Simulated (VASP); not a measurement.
Input of a VASP 6.6.1 run:

INCAR

```
SYSTEM = Te
PREC = Accurate
ENCUT = 600
EDIFF = 1E-7
ISMEAR = 0
SIGMA = 0.02
LREAL = .FALSE.
LASPH = .TRUE.
NELM = 60
ALGO = Normal
ISIF = 3
LWAVE = .FALSE.
LCHARG = .FALSE.
GGA = PE
IBRION = 2
NSW = 100
EDIFFG = -0.005
```

KPOINTS

```
Automatic mesh
0
G
  9 9 6
  0 0 0
```

File POSCAR:

```
Te
1.0
    4.6182077007      0.0000000000      0.0000000000
   -2.3091038503      3.9994851887      0.0000000000
    0.0000000000      0.0000000000      5.8851148648
Te
3
Direct
    0.0000000000      0.2557281400      0.3333333300
    0.2557281400      0.0000000000      0.6666666700
    0.7442718600      0.7442718600      0.0000000000
```

Potentials or basis: VASP PAW PBE potentials, release 64 (Te).

Run with:

```sh
$ cat potpaw_PBE.64/Te/POTCAR > POTCAR
$ mpirun -np 1 vasp_std > vasp.out
```

Problem. Predict the relaxed volume.

Solution. 35.04 Å³/atom.

Problem. What does it give for the space group after relaxing (to 0.1 Å)?

Solution. P3_221 (No. 154).

Step by step:
| step | energy change (eV) | largest force (eV/Å) | pressure (GPa) | volume (Å³) |
| --- | --- | --- | --- | --- |
| 1 | 0.0000 | 0.2274 | 0.56 | 108.70 |
| 2 | -0.0045 | 0.0283 | -0.59 | 110.71 |
| 3 | -0.0055 | 0.0861 | -0.25 | 110.09 |
| 4 | -0.0078 | 0.0778 | -0.22 | 109.53 |
| 5 | -0.0134 | 0.0552 | -0.11 | 107.86 |
| 6 | -0.0170 | 0.0174 | 0.27 | 104.56 |
| 7 | -0.0172 | 0.0243 | 0.19 | 105.18 |
| 8 | -0.0157 | 0.0746 | -0.48 | 105.82 |
| 9 | -0.0176 | 0.0087 | -0.03 | 105.38 |
| 10 | -0.0178 | 0.0038 | -0.01 | 105.23 |
| 11 | -0.0178 | 0.0006 | 0.01 | 105.13 |
